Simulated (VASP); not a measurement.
Set up this calculation in VASP 6.6.1, as the native input.

- Task: relaxation of cell and atoms
- Functional: PBE
- Potentials or basis: VASP PAW PBE potentials, release 64 (Ni, Sb)
- Cutoff: 600 eV
- k mesh: 12 × 12 × 8
- Occupations: gaussian, width 0.1 eV
- Spin: no spin polarisation
- Dipole correction: no
- Further INCAR settings: ALGO = Normal; EDIFF = 1e-06; IBRION = 2; EDIFFG = -0.02; NSW = 90; ISIF = 3

The structure of NiSb lies in POSCAR:

```
NiSb
1.0
    3.9280000000      0.0000000000      0.0000000000
   -1.9640000000      3.4017477861      0.0000000000
    0.0000000000      0.0000000000      5.1200000000
Ni Sb
2 2
Direct
    0.0000000000      0.0000000000      0.0000000000
    0.0000000000      0.0000000000      0.5000000000
    0.3333333333      0.6666666667      0.2500000000
    0.6666666667      0.3333333333      0.7500000000
```

One way to write it, as run:

INCAR

```
PREC = Accurate ; ENCUT = 600
EDIFF = 1E-6 ; ISMEAR = 0
SIGMA = 0.1 ; LREAL = False
LASPH = True ; NELM = 60
ALGO = Normal ; ISIF = 3
LWAVE = False ; LCHARG = False
GGA = PE ; IBRION = 2
NSW = 90 ; EDIFFG = -0.02
```

KPOINTS

```
regular mesh
0
Gamma
  12 12 8
```

Potentials or basis: VASP PAW PBE potentials, release 64 (Ni, Sb).

The run is started by

```console
$ cat potpaw_PBE.64/Ni/POTCAR potpaw_PBE.64/Sb/POTCAR > POTCAR
$ mpirun -np 1 vasp_std > vasp.out
```

Results of the run:

The relaxed volume is 17.61 Å³/atom and the relaxed cell is a = 3.968 Å, b = 3.968 Å, c = 5.166 Å, α = 90.00°, β = 90.00°, γ = 120.00°. The space group after relaxing (to 0.05 Å) is P6_3/mmc (No. 194), the energy gained by relaxing is 5.6 meV/atom and the ionic steps are 3. The pressure after relaxing is 0.1 GPa. The band gap on the k mesh is zero (band 15 reaches 11.65 eV, above the bottom of band 16 at 8.41 eV).

Caveat: spin-orbit coupling is left out, which moves the levels of the heavy elements.

Run time: 8.3 min on 1 thread of Oxide Virtual Turin-like Processor, with other jobs on the host, peak memory 0.28 GiB.
